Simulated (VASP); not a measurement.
Crystal: RbBiAs.

```
Rb Bi As
1.0
     4.59523    0.00000    0.00000
     0.00000    4.59523    0.00000
     0.00000    0.00000    7.92796
Rb Bi As
2 2 2
Direct
  0.50000 0.00000 0.23050
  0.00000 0.50000 0.76950
  0.50000 0.00000 0.64800
  0.00000 0.50000 0.35200
  0.00000 0.00000 0.00000
  0.50000 0.50000 0.00000
```

| Quantity | Value |
| --- | --- |
| Program | VASP 6.6.1 |
| Task | relaxation of cell and atoms |
| Functional | PBE |
| Potentials or basis | VASP PAW PBE potentials, release 64 (Rb_sv, Bi_d, As) |
| Cutoff | 600 eV |
| k mesh | 4 × 4 × 2 |
| Occupations | gaussian, width 0.1 eV |
| Spin | no spin polarisation |

At the start: pressure 7.7 GPa; volume 27.90 Å³/atom.

Q: How do energy, volume and symmetry change on relaxing?

A: Over 40 steps the energy falls by 908.8 meV/atom and the volume is 39.56 Å³/atom (+41.8 %); space group P4/nmm (No. 129, to 0.1 Å) before and after.

The path:
| step | energy change (eV) | largest force (eV/Å) | pressure (GPa) | volume (Å³) |
| --- | --- | --- | --- | --- |
| 1 | 0.0000 | 1.2883 | 7.71 | 167.41 |
| 2 | -0.8780 | 0.4704 | 0.33 | 202.06 |
| 3 | -0.8887 | 0.5057 | -0.37 | 208.13 |
| 4 | -0.8889 | 0.5010 | -0.28 | 207.26 |
| 5 | -0.9380 | 0.6203 | -0.25 | 206.48 |
| 6 | -1.1037 | 0.8981 | -0.07 | 204.09 |
| 7 | -1.4656 | 1.4866 | 0.57 | 199.15 |
| 8 | -2.2051 | 2.6940 | 3.00 | 188.63 |
| 9 | -0.1000 | 5.5650 | 18.39 | 164.89 |
| 10 | -2.1284 | 3.2459 | 4.86 | 182.96 |
| 11 | -2.0630 | 3.7730 | 7.61 | 177.52 |
| 12 | -2.1310 | 3.6271 | 6.56 | 179.56 |
| 13 | -2.1355 | 3.6255 | 6.58 | 179.54 |
| 14 | -2.1486 | 3.6198 | 6.64 | 179.47 |
| 15 | -2.1729 | 3.6100 | 6.76 | 179.33 |
| 16 | -2.2153 | 3.6064 | 7.00 | 179.04 |
| 17 | -2.2816 | 3.6422 | 7.58 | 178.44 |
| 18 | -2.3209 | 3.6938 | 9.14 | 177.19 |
| 19 | -2.4526 | 3.5438 | 8.94 | 177.97 |
| 20 | -2.8125 | 3.0842 | 8.45 | 180.30 |
| 21 | -3.4582 | 2.5061 | 7.60 | 185.03 |
| 22 | -4.1845 | 1.2735 | 6.05 | 194.71 |
| 23 | -4.2789 | 0.8886 | 5.35 | 199.23 |
| 24 | -4.2913 | 0.6297 | 4.98 | 202.29 |
| 25 | -4.4805 | 0.6813 | 4.03 | 206.02 |
| 26 | -4.8961 | 0.7574 | 1.66 | 217.37 |
| 27 | -5.0481 | 0.9069 | -1.61 | 240.84 |
| 28 | -5.0886 | 0.7549 | -0.91 | 234.37 |
| 29 | -5.1740 | 0.6662 | -0.77 | 233.35 |
| 30 | -5.3314 | 0.4580 | -0.16 | 230.02 |
| 31 | -5.2261 | 0.2244 | 2.09 | 222.06 |
| 32 | -5.3633 | 0.3547 | 0.41 | 227.67 |
| 33 | -5.3846 | 0.3206 | 0.19 | 229.88 |
| 34 | -5.4216 | 0.2325 | -0.37 | 236.58 |
| 35 | -5.4262 | 0.1973 | -0.61 | 239.69 |
| 36 | -5.4426 | 0.1256 | -0.24 | 237.66 |
| 37 | -5.4464 | 0.1073 | 0.05 | 236.16 |
| 38 | -5.4481 | 0.0941 | 0.04 | 236.28 |
| 39 | -5.4520 | 0.0527 | 0.03 | 236.64 |
| 40 | -5.4531 | 0.0347 | 0.00 | 237.35 |

Final structure:
```
Rb Bi As
1.0
     5.48268    0.00000    0.00000
     0.00000    5.48268    0.00000
     0.00000    0.00000    7.89608
Rb Bi As
2 2 2
Direct
  0.50000 0.00000 0.31945
  0.00000 0.50000 0.68055
  0.50000 0.00000 0.85238
  0.00000 0.50000 0.14762
  0.00000 0.00000 0.00000
  0.50000 0.50000 0.00000
```

Caveat: the k points lie up to 0.40 Å⁻¹ apart in the final cell, too coarse for converged energies and pressures of a metal; the volume moved by over 15 % at a fixed basis, so the end points are rough.
